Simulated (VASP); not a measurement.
Write the native input for VASP 6.6.1 that does the following.

* Task: relaxation of cell and atoms
* Functional: r2SCAN
* Dispersion: rVV10
* Potentials or basis: VASP PAW PBE potentials, release 64 (Al, N)
* Cutoff: 600 eV
* k mesh: 6 × 6 × 4
* Occupations: gaussian, width 0.01 eV
* Spin: no spin polarisation
* Dipole correction: no
* Further INCAR settings: ALGO = Normal; EDIFF = 1e-06; IBRION = 2; EDIFFG = -0.01; NSW = 80; ISIF = 3

The system is AlN.

```xyz
4
Lattice="3.1130 0.0000 0.0000 -1.5565 2.6959 0.0000 0.0000 0.0000 4.9810" Properties=species:S:1:pos:R:3 pbc="T T T"
Al    0.0000    1.7973    0.0000
Al    1.5565    0.8986    2.4905
N     0.0000    1.7973    1.8928
N     1.5565    0.8986    4.3833
```

One way to write it, as run:

POSCAR

```
AlN
1.0
    3.1130000000      0.0000000000      0.0000000000
   -1.5565000000      2.6959400000      0.0000000000
    0.0000000000      0.0000000000      4.9810000000
Al N
2 2
Direct
    0.3333333333      0.6666666667      0.0000000000
    0.6666666667      0.3333333333      0.5000000000
    0.3333333333      0.6666666667      0.3800000000
    0.6666666667      0.3333333333      0.8800000000
```

INCAR.step1

```
SYSTEM = AlN
PREC     = Accurate       ! precision mode
ENCUT    = 600            ! plane-wave cutoff, eV
ISMEAR   = 0              ! smearing method
SIGMA    = 0.01           ! smearing width, eV
LREAL    = .FALSE.        ! projectors in reciprocal space
LASPH    = .TRUE.         ! aspherical terms in the spheres
NELM     = 60             ! most SCF steps
GGA      = PE             ! functional
ALGO     = Normal         ! electronic algorithm
EDIFF    = 1E-4           ! SCF threshold, eV
LWAVE    = .TRUE.         ! write WAVECAR
LCHARG   = .FALSE.        ! write CHGCAR
```

INCAR.step2

```
SYSTEM = AlN
PREC     = Accurate       ! precision mode
ENCUT    = 600            ! plane-wave cutoff, eV
EDIFF    = 1E-6           ! SCF threshold, eV
ISMEAR   = 0              ! smearing method
SIGMA    = 0.01           ! smearing width, eV
LREAL    = .FALSE.        ! projectors in reciprocal space
LASPH    = .TRUE.         ! aspherical terms in the spheres
NELM     = 60             ! most SCF steps
ALGO     = Normal         ! electronic algorithm
ISIF     = 3              ! what is computed and relaxed
LWAVE    = .FALSE.        ! write WAVECAR
LCHARG   = .FALSE.        ! write CHGCAR
METAGGA  = R2SCAN         ! meta-GGA
LMIXTAU  = .TRUE.       
LUSE_VDW = .TRUE.       
IVDW_NL  = 2            
BPARAM   = 11.95        
CPARAM   = 0.0093       
IBRION   = 2              ! ionic algorithm
NSW      = 80             ! ionic steps
EDIFFG   = -0.01          ! ionic threshold
ISTART   = 1
```

KPOINTS

```
Automatic mesh
0
G
  6 6 4
  0 0 0
```

Potentials or basis: VASP PAW PBE potentials, release 64 (Al, N).

Launch:

```sh
$ cat potpaw_PBE.64/Al/POTCAR potpaw_PBE.64/N/POTCAR > POTCAR
$ cp INCAR.step1 INCAR
$ mpirun -np 1 vasp_std > vasp.out
$ cp INCAR.step2 INCAR
$ mpirun -np 1 vasp_std > vasp.out
```

Results of the run:

```json
{"Relaxed volume": "10.35 Å³/atom", "Relaxed cell": "a = 3.101 Å, b = 3.101 Å, c = 4.972 Å, α = 90.00°, β = 90.00°, γ = 120.00°", "Space group after relaxing (to 0.05 Å)": "P6_3mc (No. 186)", "Energy gained by relaxing": "0.9 meV/atom", "Ionic steps": "5", "Pressure after relaxing": "0.0 GPa", "Largest force after relaxing": "0.009 eV/Å", "Band gap on the k mesh": "4.92 eV, direct"}
```

Caveat: the PAW data sets were made with another functional, which shifts forces and pressure a little.

Run time: 5.9 min on 1 thread of Intel(R) Xeon(R) Platinum 8559C (Emerald Rapids) (shared host), peak memory 0.3 GiB.
